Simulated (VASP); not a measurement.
TiB2, 3 atoms in the cell. The typed cell holds 3 atoms: a = 3.030 Å, b = 3.069 Å, c = 3.229 Å, α = 90.62°, β = 91.71°, γ = 121.27°. 

| Property | Result |
| --- | --- |
| Program | VASP 6.6.1 |
| Task | single point |
| Functional | PBEsol |
| Potentials or basis | VASP PAW PBE potentials, release 64 (Ti_sv, B) |
| Cutoff | 520 eV |
| k mesh | 13 × 13 × 11 |
| Occupations | fermi-dirac, width 0.1 eV |
| Spin | no spin polarisation |
| Dipole correction | no |
| Further INCAR settings | ALGO = Normal; EDIFF = 1e-06; NBANDS = 16 |

Potentials or basis: VASP PAW PBE potentials, release 64 (Ti_sv, B).

Launch:

```bash
$ cat potpaw_PBE.64/Ti_sv/POTCAR potpaw_PBE.64/B/POTCAR > POTCAR
$ mpirun -np 1 vasp_std > vasp.out
```

Hardware: 1 thread of AMD EPYC 9R45 96-Core Processor (Zen 5), on a shared host.

Problem. How long does it take, and how much memory?

Solution. It took 3.3 min on 1 thread of AMD EPYC 9R45 96-Core Processor (Zen 5), on a shared host, peak memory 0.42 GiB. Counts: scf iterations 13, k points 930.
